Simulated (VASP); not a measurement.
# Mg12F (a cell with a defect) in VASP: a series of runs, part 2 of 2

VASP 6.6.1.

## (4) Single point, PBE

Input file INCAR:

```
  PREC = Accurate
  ENCUT = 520
  EDIFF = 1E-7
  ISMEAR = -1
  SIGMA = 0.05
  LREAL = False
  LASPH = True
  NELM = 80
  ALGO = Normal
  ISIF = 2
  LWAVE = False
  LCHARG = False
  GGA = PE
  NBANDS = 28
```

Input file KPOINTS:

```
regular mesh
0
Gamma
  3 2 3
```

Input file POSCAR:

```
Mg12F
1.0
    6.4200000000      0.0000000000      0.0000000000
   -4.8150000000      8.3398250000      0.0000000000
    0.0000000000      0.0000000000      5.2130400000
Mg F
12 1
Direct
    0.0156282400     -0.0068466664     -0.0256280405
    0.1329678513      0.2136975296      0.5790287433
    0.0160087112      0.3171289565      0.0826964689
    0.1443517006      0.5515343547      0.4939536240
   -0.0304617221      0.6599658866     -0.0110875804
    0.1448304982      0.8929204150      0.4721812992
    0.4854307770      0.0065349093      0.0270475577
    0.6437904025      0.2352927070      0.5745208170
    0.4815188096      0.3154622549      0.0054095115
    0.6453293298      0.5438243608      0.5445191290
    0.5487062666      0.6709853024      0.0742177309
    0.6873866526      0.8937117985      0.5375941869
    0.4411417805      0.8279190511     -0.2033554318
```

On the command line:

```bash
> cat potpaw_PBE.64/Mg/POTCAR potpaw_PBE.64/F/POTCAR > POTCAR
> mpirun -np 1 vasp_std > vasp.out
```

It took 82 s on 1 thread of Intel Xeon Platinum 8488C (Sapphire Rapids), shared host; peak memory 0.35 GiB.

Results (log left out):

| Quantity | Value |
| --- | --- |
| Free energy | -22.4377 eV |
| Pressure | 2.4 GPa |
| Largest force | 1.104 eV/Å |
| Band gap on the k mesh | zero (an odd number of electrons rules out a gap without spin polarisation) |

Forces on the atoms (eV/Å):
```
Mg  -0.072  0.045  0.748
Mg   0.154  0.407 -0.625
Mg  -0.451  0.027 -0.452
Mg   0.070  0.106  0.270
Mg   0.648 -0.171  0.212
Mg   0.155 -0.122  0.087
Mg   0.411  0.027  0.332
Mg   0.457 -0.295 -0.782
Mg  -0.079  0.488  0.987
Mg  -0.110  0.004 -0.213
Mg  -0.881 -0.134 -0.273
Mg  -0.166  0.003 -0.727
F   -0.136 -0.385  0.437
```

Stress tensor (GPa, compression positive):
```
 2.06 -0.17 -0.27
-0.17  0.99  0.13
-0.27  0.13  4.03
```

Levels at points of the mesh, in eV from the Fermi level:
| k point | band 12 | band 13 | band 14 | band 15 | band 16 | band 17 | band 18 | band 19 |
| --- | --- | --- | --- | --- | --- | --- | --- | --- |
| (0.00, 0.00, 0.00) | -1.28 | -1.16 | -0.24 | -0.03 | 0.38 | 0.47 | 0.68 | 1.00 |
| (0.00, 0.50, 0.00) | -1.83 | -0.97 | -0.88 | -0.76 | -0.32 | 0.17 | 0.24 | 1.81 |

Caveat: the k points lie up to 0.40 Å⁻¹ apart, too coarse for converged energies and pressures of a metal; the atoms stand as in a frame of molecular dynamics; an odd number of electrons without spin polarisation forces a metal; a magnetic or distorted state may lie lower.

## (5) Single point, PBE

Input file INCAR:

```
PREC = Accurate
ENCUT = 520
EDIFF = 1E-6
ISMEAR = -1
SIGMA = 0.05
LREAL = F
LASPH = T
NELM = 80
ALGO = Normal
ISIF = 2
LWAVE = F
LCHARG = F
GGA = PE
NBANDS = 28
```

KPOINTS is that of step 4.

Input file POSCAR:

```
Mg12F
1.0
    6.4200000000      0.0000000000      0.0000000000
   -4.8150000000      8.3398250000      0.0000000000
    0.0000000000      0.0000000000      5.2130400000
Mg F
12 1
Direct
    0.0351255124      0.0145806417      0.0971410156
    0.1340987101      0.2230142719      0.5958903058
   -0.0474673482      0.3017569314     -0.0084403726
    0.1831035188      0.5477932690      0.4684406795
   -0.0144427090      0.6793308013      0.0520042048
    0.1041959471      0.8743588744      0.5499094578
    0.5050144457     -0.0041967307      0.0070592207
    0.5711118780      0.1899560243      0.4743297577
    0.5158618567      0.3634129013      0.0059082608
    0.6426950772      0.5577575069      0.5336809232
    0.4418664879      0.6224471137     -0.0104929178
    0.6076739530      0.8781239414      0.5262955972
    0.7438630702      0.8866253189     -0.1230759787
```

Potentials or basis: VASP PAW PBE potentials, release 64 (Mg, F).

On the command line:

```bash
> cat potpaw_PBE.64/Mg/POTCAR potpaw_PBE.64/F/POTCAR > POTCAR
> mpirun -np 1 vasp_std > vasp.out
```

OUTCAR:

```text
PREC = Accurate
   ENCUT = 520
   EDIFF = 1E-6
   ISMEAR = -1
   LREAL = F
   LASPH = T
   NELM = 80
   ISIF = 2
   GGA = PE

 ion  position               nearest neighbor table
   1  0.035  0.015  0.097-  13 2.01   6 2.86   5 3.09   3 3.11   7 3.15   2 3.15   2 3.16  12 3.26
                             9 3.27   6 3.28   7 3.35   8 3.57
   2  0.134  0.223  0.596-   3 2.66   9 3.01   8 3.04   4 3.06   1 3.15   1 3.16  10 3.26   6 3.27
                            12 3.37   8 3.52   3 3.57
   3  0.953  0.302  0.992-   2 2.66   7 2.91   1 3.11  11 3.12   9 3.14   4 3.24   8 3.29   9 3.36
                             4 3.43   8 3.43   5 3.55   2 3.57
   4  0.183  0.548  0.468-  11 2.88  10 2.92  12 2.99   2 3.06  11 3.08   5 3.09   3 3.24   3 3.43
                             6 3.45  10 3.53
   5  0.986  0.679  0.052-   9 3.04   6 3.07   6 3.09   4 3.09   1 3.09  10 3.15   7 3.21  11 3.25
                            11 3.27  10 3.31   3 3.55
   6  0.104  0.874  0.550-   1 2.86  10 3.01   8 3.04   5 3.07   5 3.09  12 3.21  12 3.22   7 3.26
                             2 3.27   1 3.28   4 3.45   7 3.60
   7  0.505  0.996  0.007-  13 2.35   3 2.91  12 2.96   8 2.97  12 3.13   1 3.15   5 3.21   8 3.25
                             6 3.26   1 3.35  11 3.41   9 3.51   6 3.60
   8  0.571  0.190  0.474-   7 2.97   6 3.04   2 3.04   9 3.08  12 3.14   7 3.25   3 3.29   9 3.34
                            10 3.35   3 3.43   2 3.52   1 3.57
   9  0.516  0.363  0.006-  11 2.76  10 2.95   2 3.01   5 3.04   8 3.08   3 3.14  10 3.20   1 3.27
                             8 3.34   3 3.36   7 3.51
  10  0.643  0.558  0.534-  11 2.92   4 2.92   9 2.95   6 3.01   5 3.15   9 3.20  12 3.20   2 3.26
                            11 3.30   5 3.31   8 3.35   4 3.53
  11  0.442  0.622  0.990-  13 2.38   9 2.76   4 2.88  10 2.92   4 3.08   3 3.12  12 3.23   5 3.25
                             5 3.27  10 3.30   7 3.41  12 3.52
  12  0.608  0.878  0.526-  13 2.01   7 2.96   4 2.99   7 3.13   8 3.14  10 3.20   6 3.21   6 3.22
                            11 3.23   1 3.26   2 3.37  11 3.52
  13  0.744  0.887  0.877-   1 2.01  12 2.01   7 2.35  11 2.38

  LATTYP: Found a simple monoclinic cell.
 ALAT       =     6.4200000000
 B/A-ratio  =     0.8120000000
 C/A-ratio  =     1.3228757108
 COS(beta)  =    -0.1889822286

  Lattice vectors:

 A1 = (   6.4200000000,   0.0000000000,   0.0000000000)
 A2 = (   0.0000000000,   0.0000000000,   5.2130400000)
 A3 = (  -1.6050000000,  -8.3398250000,   0.0000000000)

Analysis of symmetry for initial positions (statically):
=====================================================================
 Subroutine PRICEL returns:
 Original cell was already a primitive cell.

 Routine SETGRP: Setting up the symmetry group for a
 simple monoclinic supercell.

 Subroutine GETGRP returns: Found  1 space group operations
 (whereof  1 operations were pure point group operations)
 out of a pool of  4 trial point group operations.

The static configuration has the point symmetry C_1 .

Analysis of symmetry for dynamics (positions and initial velocities):
=====================================================================
 Subroutine PRICEL returns:
 Original cell was already a primitive cell.

 Routine SETGRP: Setting up the symmetry group for a
 simple monoclinic supercell.

 Subroutine GETGRP returns: Found  1 space group operations
 (whereof  1 operations were pure point group operations)
 out of a pool of  4 trial point group operations.

The dynamic configuration has the point symmetry C_1 .

 Subroutine INISYM returns: Found  1 space group operations
[... 112 lines left out ...]
   NGXF,Y,Z  is equivalent  to a cutoff of  24.86, 24.86, 25.51 a.u.
 SYSTEM =  unknown system
   PREC   = accura    normal or accurate (medium, high low for compatibility)
   ISTART =      0    job   : 0-new  1-cont  2-samecut
   ICHARG =      2    charge: 1-file 2-atom 10-const
   ISPIN  =      1    spin polarized calculation?
   LNONCOLLINEAR =      F non collinear calculations
   LSORBIT =      F    spin-orbit coupling
   LASPH  =      T    aspherical Exc in radial PAW
   ENCUT  =  520.0 eV  38.22 Ry    6.18 a.u.  11.94 17.91  9.69*2*pi/ulx,y,z
   NELM   =     80;   NELMIN=  2; NELMDL= -5     # of ELM steps
   EDIFF  = 0.1E-05   stopping-criterion for ELM
   LREAL  =      F    real-space projection
   EDIFFG = 0.1E-04   stopping-criterion for IOM
   NSW    =      0    number of steps for IOM
   IBRION =     -1    ionic relax: 0-MD 1-quasi-New 2-CG
   NFREE  =      0    steps in history (QN), initial steepest desc. (CG)
   ISIF   =      2    stress and relaxation
   ISYM   =      2    0-nonsym 1-usesym 2-fastsym
   POTIM  = 0.5000    time-step for ionic-motion
   TEBEG  =    0.0;   TEEND  =   0.0 temperature during run
   PSTRESS=    0.0 pullay stress
   NELECT =      31.0000    total number of electrons
   NUPDOWN=      -1.0000    fix difference up-down
   EMIN   =  10.00;   EMAX   =-10.00  energy-range for DOS
   EFERMI =   0.00;   METHOD = LEGACY
   ISMEAR =    -1;   SIGMA  =   0.05  broadening in eV -4-tet -1-fermi 0-gaus
   EFERMI_NEDOS =   21; number of points for ismear=-14 and -15
   IALGO  =     38    algorithm
   IMIX   =      4    mixing-type and parameters
     AMIX     =   0.40;   BMIX     =  1.00
     AMIX_MAG =   1.60;   BMIX_MAG =  1.00
  volume/ion in A,a.u.               =      21.47       144.89
  Fermi-wavevector in a.u.,A,eV,Ry     =   0.786927  1.487076  8.425461  0.619254
  Thomas-Fermi vector in A             =   1.891564
   LORBIT       =      0    0 simple, 1 ext, 2 COOP (PROOUT), +10 PAW based schemes
   GGA     = PE    functional components
   LHFCALC =     F    Hartree Fock is set to
   AEXX    =    0.0000 exact exchange contribution
   IVDW    =     0    specifies the selected vdW correction
   LEPSILON=     F    determine dielectric tensor
   LRPA    =     F    only Hartree local field effects (RPA)
 non-spin polarized calculation
  energy-cutoff  :      520.00
  volume of cell :      279.11
 maximum number of plane-waves:      7549
   NGX = 23   NGY = 35   NGZ = 19

 number of electron      30.9999998 magnetization

 Free energy of the ion-electron system (eV)
  ---------------------------------------------------
  ext. energy  EPLUGINS =         0.00000000
  ---------------------------------------------------
  free energy    TOTEN  =       -22.28116759 eV

  energy without entropy =      -22.21604662  energy(sigma->0) =      -22.24860710

 E-fermi :   2.8266     XC(G=0):  -8.5734

 val. band max:        2.8205067803   @ k =  -0.3333   0.0000   0.3333
 cond. band min:       2.8281364781   @ k =   0.0000   0.5000   0.0000
 fundamental gap:      0.0076296978
 Fermi energy:         2.8265880830

 k-point     1 :       0.0000    0.0000    0.0000
  band No.  band energies     occupation
      1     -22.9813      2.00000
      2      -5.3151      2.00000
      3      -4.7754      2.00000
      4      -4.7116      2.00000
      5      -3.9613      2.00000
      6      -1.8225      2.00000
[... 289 lines left out ...]
     26       6.6280      0.00000
     27       6.6694      0.00000
 [bands above 27 left out]

------------------------ aborting loop because EDIFF is reached ----------------------------------------

  FORCE on cell =-STRESS in cart. coord.  units (eV):
  Direction    XX          YY          ZZ          XY          YZ          ZX
  --------------------------------------------------------------------------------------
  -------------------------------------------------------------------------------------
  Total        1.1252798      3.0424144      8.0153839     -1.6211112      0.2391306     -1.4994148
  in kB        6.4593389     17.4640885     46.0099634     -9.3055140      1.3726593     -8.6069512
  external PRESSURE =      23.3111303 kB  Pullay stress =       0.0000000 kB

 VOLUME and BASIS-vectors are now :
 -----------------------------------------------------------------------------
  energy-cutoff  :      520.00
  volume of cell :      279.11
      direct lattice vectors                 reciprocal lattice vectors
     6.420000000  0.000000000  0.000000000     0.155763240  0.089929945  0.000000000
    -4.815000000  8.339825000  0.000000000     0.000000000  0.119906593  0.000000000
     0.000000000  0.000000000  5.213040000     0.000000000  0.000000000  0.191826650

 POSITION                                       TOTAL-FORCE (eV/Angst)
 -----------------------------------------------------------------------------------
      0.15530      0.12160      0.50640         0.000940      0.316768     -0.124915
     -0.21290      1.85990      3.10640         0.341283     -0.170723     -0.979518
      4.66230      2.51660      5.16904        -0.448440      0.806236      0.725231
     -1.46210      4.56850      2.44200        -0.833472     -0.266181      0.357318
      3.05630      5.66550      0.27110         0.354704     -0.277858     -0.216401
     -3.54110      7.29200      2.86670         0.581810      0.025115      0.204937
     -1.55260      8.30483      0.03680        -0.471038     -0.213718     -0.026399
      2.75190      1.58420      2.47270         0.404316      0.376095      0.334902
      1.56200      3.03080      0.03080         0.190093     -0.811854      0.281004
      1.44050      4.65160      2.78210         0.508675     -0.326692     -0.482302
     -0.16030      5.19110      5.15834        -0.230394      0.725076      0.064024
     -0.32690      7.32340      2.74360         0.122984      0.056830     -0.425467
      0.50650      7.39430      4.57144        -0.521460     -0.239093      0.287585
 -----------------------------------------------------------------------------------
    total drift:                                0.000325     -0.000167      0.000130

  FREE ENERGIE OF THE ION-ELECTRON SYSTEM (eV)
  ---------------------------------------------------
  free  energy   TOTEN  =       -22.2811675885 eV

  energy  without entropy=      -22.2160466180  energy(sigma->0) =      -22.24860710
```

Run time: 70 s. Hardware: 1 thread of Intel Xeon Platinum 8488C (Sapphire Rapids), shared host; peak memory 0.39 GiB.

Results:

```yaml
Free_energy: -22.2812 eV
Pressure: 2.3 GPa
Largest_force: 1.173 eV/Å
Band_gap_on_the_k_mesh: zero (an odd number of electrons rules out a gap without spin polarisation)
```

Forces in eV/Å, atoms in the order of the input:
```
Mg   0.001  0.317 -0.125
Mg   0.341 -0.171 -0.980
Mg  -0.448  0.806  0.725
Mg  -0.833 -0.266  0.357
Mg   0.355 -0.278 -0.216
Mg   0.582  0.025  0.205
Mg  -0.471 -0.214 -0.026
Mg   0.404  0.376  0.335
Mg   0.190 -0.812  0.281
Mg   0.509 -0.327 -0.482
Mg  -0.230  0.725  0.064
Mg   0.123  0.057 -0.425
F   -0.521 -0.239  0.288
```

Stress tensor (GPa, compression positive):
```
 0.65 -0.93 -0.86
-0.93  1.75  0.14
-0.86  0.14  4.60
```

Caveat: the k points lie up to 0.40 Å⁻¹ apart, too coarse for converged energies and pressures of a metal; the atoms stand as in a frame of molecular dynamics; an odd number of electrons without spin polarisation forces a metal; a magnetic or distorted state may lie lower.

## (6) Overview

```tsv
cell	gap on the mesh (eV)	pressure (GPa)	largest force (eV/Å)
as given, atomic positions A	none	2.2	1.37
as given, atomic positions B	none	3.3	2.42
as given, atomic positions C	none	2.4	1.10
as given, atomic positions D	none	2.3	1.17
```

Alike in all rows: task single point; level PBE; potentials or basis VASP PAW PBE potentials, release 64 (Mg, F); no spin polarisation; k mesh 3 × 2 × 3; cutoff (eV) 520; smearing fermi-dirac 0.05 eV.

Caveats: all runs use coarse meshes; an odd number of electrons without spin polarisation forces a metal; a magnetic or distorted state may lie lower; the atoms stand as in a frame of molecular dynamics (at least some runs).

Total energies depend on the potentials used, so only differences within one code and one set of settings carry meaning.
